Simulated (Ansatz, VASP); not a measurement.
# Ge: VASP beside Ansatz

The input INCAR:

```
  PREC = Accurate
  ENCUT = 520
  EDIFF = 1E-6
  ISMEAR = 0
  SIGMA = 0.014
  LREAL = F
  LASPH = T
  NELM = 100
  ALGO = Normal
  ISIF = 2
  LWAVE = F
  LCHARG = T
  GGA = PE
  LELF = T
  LVHAR = T
  NBANDS = 36
```

Contents of KPOINTS:

```
Automatic mesh
0
Gamma
  8 8 4
```

POSCAR

```
Ge
1.0
    3.9975858431      0.0000000000      0.0000000000
   -1.9987929216      3.4620108940      0.0000000000
    0.0000000000      0.0000000000      6.5993779500
Ge
4
Direct
    0.3333333333      0.6666666667      0.9370987500
    0.6666666667      0.3333333333      0.4370987500
    0.3333333333      0.6666666667      0.5629012500
    0.6666666667      0.3333333333      0.0629012500
```

input.yaml

```yaml
crystal:
  lattice:
    - [3.9975858431, 0.0, 0.0]
    - [-1.9987929216, 3.462010894, 0.0]
    - [0.0, 0.0, 6.59937795]
  atoms:
    - { symbol: Ge, position: [0.3333333333, 0.6666666667, 0.93709875] }
    - { symbol: Ge, position: [0.6666666667, 0.3333333333, 0.43709875] }
    - { symbol: Ge, position: [0.3333333333, 0.6666666667, 0.56290125] }
    - { symbol: Ge, position: [0.6666666667, 0.3333333333, 0.06290125] }
hamiltonian:
  xc: pbe
  pseudopotentials: { kind: paw }
kpoints:
  mp_grid: { grid: [8, 8, 4] }
scf:
  occupations: { method: gaussian, width: 0.014 }
output:
  forces: true
  stress: true
  eigenvalues: true
  write_density: true
  write_potential: true
  elf: true
  volumetric_format: npy
```

Alike in both runs: task single point; functional PBE; k mesh 8 × 8 × 4; occupations gaussian, width 0.014 eV; no spin polarisation.

|  | VASP | Ansatz |
| --- | --- | --- |
| version | VASP 6.6.1 | Ansatz 0.2.0 |
| potentials or method | VASP PAW PBE potentials, release 64 (Ge_d) | Ansatz PAW |
| plane-wave cutoff (eV) | 520 | 420 |
| valence electrons in the cell | 56 | 56 |

|  | VASP | Ansatz | Ansatz less VASP |
| --- | --- | --- | --- |
| gap on the k mesh at the Fermi level (eV) | 0.12 | 0.13 | +0.005 |
| least direct gap on the mesh (eV) | 0.12 | 0.13 | +0.005 |
| pressure (GPa) | 2.9 | 3.0 | +0.10 |
| traceless stress, the component that is largest in VASP (GPa) | -0.15 | -0.15 | -0.002 |
| rms of the force components (eV/Å) | 0.011 | 0.011 | -0.0001 |

Atom by atom the forces differ by 0.000 eV/Å (rms over components).
